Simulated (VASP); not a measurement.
Wanted: the native input for a VASP 6.6.1 run.

```
Task                   : single point
Functional             : PBE
Potentials or basis    : VASP PAW PBE potentials, release 64 (Al, N)
Cutoff                 : 520 eV
k mesh                 : 9 × 9 × 4
Occupations            : gaussian, width 0.01 eV
Spin                   : no spin polarisation
Dipole correction      : no
Further INCAR settings : ALGO = Normal; EDIFF = 1e-06; NBANDS = 16
```

The structure of AlN lies in POSCAR:

```
AlN
1.0
    3.1066937606      0.0000000000      0.0000000000
   -1.5533468803      2.6904757185      0.0000000000
    0.0000000000      0.0000000000      4.9785915552
Al N
2 2
Direct
    0.3333333333      0.6666666667     -0.0032954727
    0.6666666667      0.3333333333      0.4967045273
    0.3333333333      0.6666666667      0.3782954727
    0.6666666667      0.3333333333      0.8782954727
```

The input as run:

INCAR

```
SYSTEM = AlN
  ALGO = Normal
  EDIFF = 1E-6
  ENCUT = 520
  GGA = PE
  ISIF = 2
  ISMEAR = 0
  LASPH = .True.
  LCHARG = .True.
  LELF = .True.
  LREAL = .False.
  LVHAR = .True.
  LWAVE = .False.
  NBANDS = 16
  NELM = 60
  PREC = Accurate
  SIGMA = 0.01
```

KPOINTS

```
k-points
0
Gamma
  9 9 4
  0 0 0
```

Potentials or basis: VASP PAW PBE potentials, release 64 (Al, N).

Launch:

```console
$ cat potpaw_PBE.64/Al/POTCAR potpaw_PBE.64/N/POTCAR > POTCAR
$ mpirun -np 1 vasp_std > vasp.out
```

It gave:

```
Pressure               : 4.4 GPa
Largest force          : 0.009 eV/Å
Band gap on the k mesh : 4.24 eV, direct
```

Wall time 37 s on 1 thread of Intel Xeon 8259CL, on a shared host, peak memory 0.16 GiB.
